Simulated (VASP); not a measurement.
Write the native input for VASP 6.6.1 that does the following.

```
Task                   : single point
Functional             : PBE
Potentials or basis    : VASP PAW PBE potentials, release 64 (Zn, O)
Cutoff                 : 520 eV
k mesh                 : 6 × 6 × 2
Occupations            : gaussian, width 0.1 eV
Spin                   : no spin polarisation
Dipole correction      : no
Further INCAR settings : ALGO = Normal; EDIFF = 1e-07; NBANDS = 46
```

The structure of ZnO lies in POSCAR:

```
ZnO
1.0
    3.2795288439      0.0000000000      0.0000000000
   -1.6397644219      2.8401552913      0.0000000000
    0.0000000000      0.0000000000     10.5858105753
Zn O
4 4
Direct
    0.3333333333      0.6666666667      0.0007466950
    0.3333333333      0.6666666667      0.5007466950
    0.6666666667      0.3333333333      0.2507466950
    0.6666666667      0.3333333333      0.7507466950
    0.3333333333      0.6666666667      0.1903033000
    0.3333333333      0.6666666667      0.6903033000
    0.6666666667      0.3333333333      0.4403033000
    0.6666666667      0.3333333333      0.9403033000
```

These files were run (other wordings do the same):

INCAR

```
SYSTEM = ZnO
  PREC = Accurate
  ENCUT = 520
  EDIFF = 1E-7
  ISMEAR = 0
  SIGMA = 0.1
  LREAL = .FALSE.
  LASPH = .TRUE.
  NELM = 60
  ALGO = Normal
  ISIF = 2
  LWAVE = .FALSE.
  LCHARG = .FALSE.
  GGA = PE
  NBANDS = 46
```

KPOINTS

```
Automatic mesh
0
G
  6 6 2
  0 0 0
```

Potentials or basis: VASP PAW PBE potentials, release 64 (Zn, O).

The run is started by

```sh
$ cat potpaw_PBE.64/Zn/POTCAR potpaw_PBE.64/O/POTCAR > POTCAR
$ mpirun -np 1 vasp_std > vasp.out
```

Results of the run:

The pressure is 0.8 GPa and the band gap on the k mesh is 0.73 eV.

Wall time 30 s on 1 thread of Intel(R) Xeon(R) 6975P-C (Granite Rapids) (shared host), peak memory 0.21 GiB.
